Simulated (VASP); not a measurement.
Here is a VASP 6.6.1 calculation.

Contents of INCAR:

```
ALGO = Normal ; EDIFF = 1E-7
ENCUT = 520 ; GGA = PE
ISIF = 2 ; ISMEAR = 0
LASPH = True ; LCHARG = False
LREAL = False ; LWAVE = False
NBANDS = 23 ; NELM = 100
PREC = Accurate ; SIGMA = 0.1
```

Contents of KPOINTS:

```
k-points
0
Gamma
  6 6 4
```

POSCAR

```
CaSb
1.0
    5.1504613970      0.0000000000      0.0000000000
   -2.5752306985      4.4604304111      0.0000000000
    0.0000000000      0.0000000000      7.6097452803
Ca Sb
2 2
Direct
    0.0000000000      0.0000000000      0.2725299665
    0.0000000000      0.0000000000      0.7274700335
    0.3333333333      0.6666666667      0.5000000000
    0.6666666667      0.3333333333      0.5000000000
```

Potentials or basis: VASP PAW PBE potentials, release 64 (Ca_sv, Sb).

Launch:

```sh
$ cat potpaw_PBE.64/Ca_sv/POTCAR potpaw_PBE.64/Sb/POTCAR > POTCAR
$ mpirun -np 1 vasp_std > vasp.out
```

Predict the band gap on the k mesh.

zero (bands 15 and 16 overlap by 1.38 eV).

Estimate the pressure.

0.1 GPa.

Forces in eV/Å, atoms in the order of the input:
```
Ca   0.000  0.000 -0.054
Ca   0.000  0.000  0.054
Sb   0.000  0.000  0.000
Sb   0.000  0.000  0.000
```

Caveat: spin-orbit coupling is left out, which moves the levels of the heavy elements.
